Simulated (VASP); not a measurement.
Here is a VASP 6.6.1 calculation.

The input INCAR:

```
ALGO = Normal
EDIFF = 1E-6
EDIFFG = -0.005
ENCUT = 600
GGA = PE
IBRION = 2
ISIF = 3
ISMEAR = -1
LASPH = T
LCHARG = F
LREAL = F
LWAVE = F
NELM = 60
NSW = 60
PREC = Accurate
PSTRESS = 1200.0
SIGMA = 0.05
```

File KPOINTS:

```
k-points
0
Gamma
  20 20 20
```

POSCAR

```
Cu
1.0
    0.0000000000      1.6127176558      1.6127176558
    1.6127176558      0.0000000000      1.6127176558
    1.6127176558      1.6127176558      0.0000000000
Cu
1
Direct
    0.0000000000      0.0000000000      0.0000000000
```

Potentials or basis: VASP PAW PBE potentials, release 64 (Cu).

Run with:

```bash
$ cat potpaw_PBE.64/Cu/POTCAR > POTCAR
$ mpirun -np 1 vasp_std > vasp.out
```

Task: What does it give for the relaxed volume?

Result: 8.41 Å³/atom.

Task: Estimate the relaxed cell.

Result: a = 2.283 Å, b = 2.283 Å, c = 2.283 Å, α = 60.00°, β = 60.00°, γ = 60.00°.

Task: Estimate the space group after relaxing (to 0.05 Å).

Result: Fm-3m (No. 225).

The path:
```
step  energy change (eV)  largest force (eV/Å)  pressure (GPa)  volume (Å³)
   1              0.0000                0.0000          121.50         8.39
   2             -0.0705                0.0000          114.91         8.48
   3             -0.0134                0.0000          120.19         8.41
   4             -0.0154                0.0000          119.98         8.41
```

Caveat: the cell is relaxed towards a set pressure, so the enthalpy falls and the energy may rise.
